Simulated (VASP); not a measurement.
Write the native input for VASP 6.6.1 that does the following.

| Property | Result |
| --- | --- |
| Task | single point |
| Functional | PBE |
| Potentials or basis | VASP PAW PBE potentials, release 64 (C, N) |
| Cutoff | 520 eV |
| k mesh | 2 × 2 × 1 |
| Occupations | gaussian, width 0.05 eV |
| Spin | collinear spin, ferromagnetic start |
| Starting moments | [0.0, 0.0, 0.0, 0.0, 0.0, 0.0, 0.0, 0.0, 0.0, 0.0, 0.0, 0.0, 0.0, 0.0, 0.0, 0.0, 0.0, 0.0, 0.28] μB |
| Dipole correction | no |
| Further INCAR settings | LREAL = Auto; ALGO = Normal; EDIFF = 1e-06; NBANDS = 58 |

The structure of C18N lies in POSCAR:

```
C18N
1.0
    7.3980000000      0.0000000000      0.0000000000
   -3.6990000000      6.4068560000      0.0000000000
    0.0000000000      0.0000000000     12.0000000000
C N
18 1
Direct
   -0.0031758572     -0.0060959697      0.0785037500
    0.2162013171      0.0999992820      0.0820010000
   -0.0031506043      0.3301232305      0.0783070000
    0.2161401348      0.4434324730      0.0819376667
   -0.0020807003      0.6625555499      0.0766202500
    0.2185777553      0.7729073355      0.0763476667
    0.3298028570     -0.0047227533      0.0796259167
    0.5548288186      0.1079623141      0.0805628333
    0.3227731112      0.3250758250      0.1068302500
    0.5532824216      0.4400679522      0.0990022500
    0.3297264282      0.6616780524      0.0796105000
    0.5547860176      0.7739167230      0.0807972500
    0.6659525347     -0.0034831437      0.0792439167
    0.8863776980      0.1067659395      0.0801705833
    0.6645233175      0.3271512580      0.0834810833
    0.8853701160      0.4399110890      0.0772511667
    0.6644832726      0.6644115304      0.0838632500
    0.8853433369      0.7726415265      0.0775182500
    0.3829925792      0.3536904841      0.2233248333
```

The input as run:

INCAR

```
SYSTEM = C18N
ALGO = Normal ; EDIFF = 1E-6
ENCUT = 520 ; GGA = PE
ISIF = 2 ; ISMEAR = 0
ISPIN = 2 ; LASPH = .True.
LCHARG = .True. ; LELF = .True.
LORBIT = 11 ; LREAL = Auto
LVHAR = .True. ; LWAVE = .False.
MAGMOM = 0 0 0 0 0 0 0 0 0 0 0 0 0 0 0 0 0 0 0.28 ; NBANDS = 58
NELM = 150 ; PREC = Accurate
SIGMA = 0.05
```

KPOINTS

```
k-points
0
Gamma
  2 2 1
  0 0 0
```

Potentials or basis: VASP PAW PBE potentials, release 64 (C, N).

The run is started by

```console
$ cat potpaw_PBE.64/C/POTCAR potpaw_PBE.64/N/POTCAR > POTCAR
$ mpirun -np 1 vasp_std > vasp.out
```

It gave:

The largest force is 1.762 eV/Å and the band gap on the k mesh is 0.19 eV (least direct gap 0.27 eV). The net moment is 1.00 μB per cell. The site moments are C +0.05, -0.03, +0.03, -0.02, -0.05, -0.00, -0.04, +0.02, +0.06 (each value once); N +0.63 μB and the valence electrons inside the program's atomic spheres are C 2.66, 2.65, 2.57 (each value once); N 3.53.

Caveat: the k points lie up to 0.49 Å⁻¹ apart; there is no dipole correction, which matters where the two faces differ.

Wall time 19 min on 1 thread of Intel Xeon 8259CL, on a shared host, peak memory 0.87 GiB.
